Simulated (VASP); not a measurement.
# GaC3 (Pm-3m) in VASP: notebook, part 2 of 2

VASP 6.6.1. The steps go on from the part before.

## 6. Single point, PBE

This run uses another cell than the first one, of 9.24 Å³/atom, 1.049 times its volume.

INCAR reads:

```
SYSTEM = GaC3
PREC = Accurate
ENCUT = 520
EDIFF = 1E-6
ISMEAR = 1
SIGMA = 0.1
LREAL = .False.
LASPH = .True.
NELM = 80
ALGO = Normal
ISIF = 2
LWAVE = .False.
LCHARG = .False.
GGA = PE
NBANDS = 20
```

KPOINTS reads:

```
Automatic mesh
0
Gamma
  7 7 7
  0 0 0
```

POSCAR reads:

```
GaC3
1.0
    3.3315430825      0.0000000000      0.0000000000
    0.0000000000      3.3315430825      0.0000000000
    0.0000000000      0.0000000000      3.3315430825
Ga C
1 3
Direct
    0.0000000000      0.0000000000      0.0000000000
    0.0000000000      0.5000000000      0.5000000000
    0.5000000000      0.0000000000      0.5000000000
    0.5000000000      0.5000000000      0.0000000000
```

Potentials or basis: VASP PAW PBE potentials, release 64 (Ga_d, C).

The run is started by

```sh
$ cat potpaw_PBE.64/Ga_d/POTCAR potpaw_PBE.64/C/POTCAR > POTCAR
$ mpirun -np 1 vasp_std > vasp.out
```

OUTCAR:

```text
SYSTEM = GaC3
   PREC = Accurate
   ENCUT = 520
   EDIFF = 1E-6
   ISMEAR = 1
   LREAL = .False.
   LASPH = .True.
   NELM = 80
   ISIF = 2
   GGA = PE

 ion  position               nearest neighbor table
   1  0.000  0.000  0.000-   2 2.36   3 2.36   4 2.36   2 2.36   3 2.36   2 2.36   4 2.36   2 2.36
                             3 2.36   4 2.36   3 2.36   4 2.36
   2  0.000  0.500  0.500-   1 2.36   1 2.36   1 2.36   1 2.36
   3  0.500  0.000  0.500-   1 2.36   1 2.36   1 2.36   1 2.36
   4  0.500  0.500  0.000-   1 2.36   1 2.36   1 2.36   1 2.36

  LATTYP: Found a simple cubic cell.
 ALAT       =     3.3315430825

  Lattice vectors:

 A1 = (   3.3315430825,   0.0000000000,   0.0000000000)
 A2 = (   0.0000000000,   3.3315430825,   0.0000000000)
 A3 = (   0.0000000000,   0.0000000000,   3.3315430825)

Analysis of symmetry for initial positions (statically):
=====================================================================
 Subroutine PRICEL returns:
 Original cell was already a primitive cell.

 Routine SETGRP: Setting up the symmetry group for a
 simple cubic supercell.

 Subroutine GETGRP returns: Found 48 space group operations
[... 9 lines left out ...]

 Routine SETGRP: Setting up the symmetry group for a
 simple cubic supercell.

 Subroutine GETGRP returns: Found 48 space group operations
[... 11 lines left out ...]
                                     Primitive cell

  volume of cell :      36.9774

  direct lattice vectors                    reciprocal lattice vectors
     3.331543083  0.000000000  0.000000000     0.300161209  0.000000000  0.000000000
     0.000000000  3.331543083  0.000000000     0.000000000  0.300161209  0.000000000
     0.000000000  0.000000000  3.331543083     0.000000000  0.000000000  0.300161209

  length of vectors
     3.331543083  3.331543083  3.331543083     0.300161209  0.300161209  0.300161209

[... 94 lines left out ...]
   ISMEAR =     1;   SIGMA  =   0.10  broadening in eV -4-tet -1-fermi 0-gaus
   EFERMI_NEDOS =   21; number of points for ismear=-14 and -15
   IALGO  =     38    algorithm
   IMIX   =      4    mixing-type and parameters
     AMIX     =   0.40;   BMIX     =  1.00
     AMIX_MAG =   1.60;   BMIX_MAG =  1.00
  volume/ion in A,a.u.               =       9.24        62.38
  Fermi-wavevector in a.u.,A,eV,Ry     =   1.436843  2.715240 28.089481  2.064519
  Thomas-Fermi vector in A             =   2.555987
   LORBIT       =      0    0 simple, 1 ext, 2 COOP (PROOUT), +10 PAW based schemes
   GGA     = PE    functional components
   LHFCALC =     F    Hartree Fock is set to
   AEXX    =    0.0000 exact exchange contribution
   IVDW    =     0    specifies the selected vdW correction
   LEPSILON=     F    determine dielectric tensor
   LRPA    =     F    only Hartree local field effects (RPA)
 non-spin polarized calculation
 Methfessel and Paxton  Order N= 1 SIGMA  =   0.10
  energy-cutoff  :      520.00
  volume of cell :       36.98
 maximum number of plane-waves:      1021
 NGX is ok and might be reduce to    28
   NGX = 13   NGY = 13   NGZ = 13

 number of electron      25.0000010 magnetization

 Free energy of the ion-electron system (eV)
  ---------------------------------------------------
  ext. energy  EPLUGINS =         0.00000000
  ---------------------------------------------------
  free energy    TOTEN  =       -17.68217815 eV

  energy without entropy =      -17.67983342  energy(sigma->0) =      -17.68139657

 E-fermi :   7.3074     XC(G=0): -12.4763

 val. band max:        7.2712664241   @ k =   0.0000   0.0000   0.0000
 cond. band min:       7.3527451305   @ k =   0.4286   0.2857   0.1429
 fundamental gap:      0.0814787064
 Fermi energy:         7.3073807490

 k-point     1 :       0.0000    0.0000    0.0000
  band No.  band energies     occupation
      1      -9.1813      2.00000
      2      -7.7567      2.00000
      3      -7.7567      2.00000
      4      -7.5593      2.00000
      5      -7.5593      2.00000
      6      -7.5593      2.00000
[... 449 lines left out ...]
     19      19.9185      0.00000
     20      20.5194      0.00000

------------------------ aborting loop because EDIFF is reached ----------------------------------------

  FORCE on cell =-STRESS in cart. coord.  units (eV):
  Direction    XX          YY          ZZ          XY          YZ          ZX
  --------------------------------------------------------------------------------------
  -------------------------------------------------------------------------------------
  Total        0.0796635      0.0796635      0.0796635      0.0000000      0.0000000      0.0000000
  in kB        3.4517034      3.4517034      3.4517034      0.0000000      0.0000000      0.0000000
  external PRESSURE =       3.4517034 kB  Pullay stress =       0.0000000 kB

 VOLUME and BASIS-vectors are now :
 -----------------------------------------------------------------------------
  energy-cutoff  :      520.00
  volume of cell :       36.98
      direct lattice vectors                 reciprocal lattice vectors
     3.331543083  0.000000000  0.000000000     0.300161209  0.000000000  0.000000000
     0.000000000  3.331543083  0.000000000     0.000000000  0.300161209  0.000000000
     0.000000000  0.000000000  3.331543083     0.000000000  0.000000000  0.300161209

 POSITION                                       TOTAL-FORCE (eV/Angst)
 -----------------------------------------------------------------------------------
      0.00000      0.00000      0.00000         0.000000      0.000000      0.000000
      0.00000      1.66577      1.66577         0.000000      0.000000      0.000000
      1.66577      0.00000      1.66577         0.000000      0.000000      0.000000
      1.66577      1.66577      0.00000         0.000000      0.000000      0.000000
 -----------------------------------------------------------------------------------
    total drift:                                0.000000      0.000000      0.000000

  FREE ENERGIE OF THE ION-ELECTRON SYSTEM (eV)
  ---------------------------------------------------
  free  energy   TOTEN  =       -17.6821781463 eV

  energy  without entropy=      -17.6798334240  energy(sigma->0) =      -17.68139657
```

OSZICAR:

```text
N       E                     dE             d eps       ncg     rms          rms(c)
DAV:   1     0.150854475413E+03    0.15085E+03   -0.12223E+04   884   0.189E+03
DAV:   2    -0.206384328659E+01   -0.15292E+03   -0.14563E+03   892   0.405E+02
DAV:   3    -0.175187875688E+02   -0.15455E+02   -0.14954E+02   940   0.935E+01
DAV:   4    -0.180166478506E+02   -0.49786E+00   -0.49131E+00   884   0.161E+01
DAV:   5    -0.180275865535E+02   -0.10939E-01   -0.10928E-01  1032   0.228E+00    0.309E+00
DAV:   6    -0.177226354016E+02    0.30495E+00   -0.53080E-01  1156   0.224E+01    0.145E+00
DAV:   7    -0.176905940721E+02    0.32041E-01   -0.69704E-02   956   0.215E+00    0.697E-01
DAV:   8    -0.176822817309E+02    0.83123E-02   -0.10479E-02  1132   0.870E-01    0.977E-02
DAV:   9    -0.176821697215E+02    0.11201E-03   -0.66273E-04  1100   0.427E-01    0.228E-02
DAV:  10    -0.176821772598E+02   -0.75383E-05   -0.70637E-05   936   0.634E-02    0.828E-03
DAV:  11    -0.176821781463E+02   -0.88649E-06   -0.54128E-06   896   0.310E-02
   1 F= -.17682178E+02 E0= -.17681397E+02  d E =-.234472E-02
```

Wall time 17 s (1 thread of AMD EPYC 7R13, shared host); peak memory 0.13 GiB.

Results:

```
Free energy : -17.6822 eV
Pressure    : 0.3 GPa
```

## 7. Summary

| cell | gap on the mesh (eV) | pressure (GPa) |
| --- | --- | --- |
| a = 3.279 Å, 4 atoms | none | 8.4 |
| a = 3.317 Å, 4 atoms | none | 2.3 |
| a = 3.304 Å, 4 atoms | none | 4.3 |
| a = 3.291 Å, 4 atoms | none | 6.3 |
| a = 3.332 Å, 4 atoms | none | 0.3 |

Alike in all rows: task single point; level PBE; potentials or basis VASP PAW PBE potentials, release 64 (Ga_d, C); no spin polarisation; k mesh 7 × 7 × 7; cutoff (eV) 520; smearing methfessel-paxton 0.1 eV.

Total energies depend on the potentials used, so only differences within one code and one set of settings carry meaning.
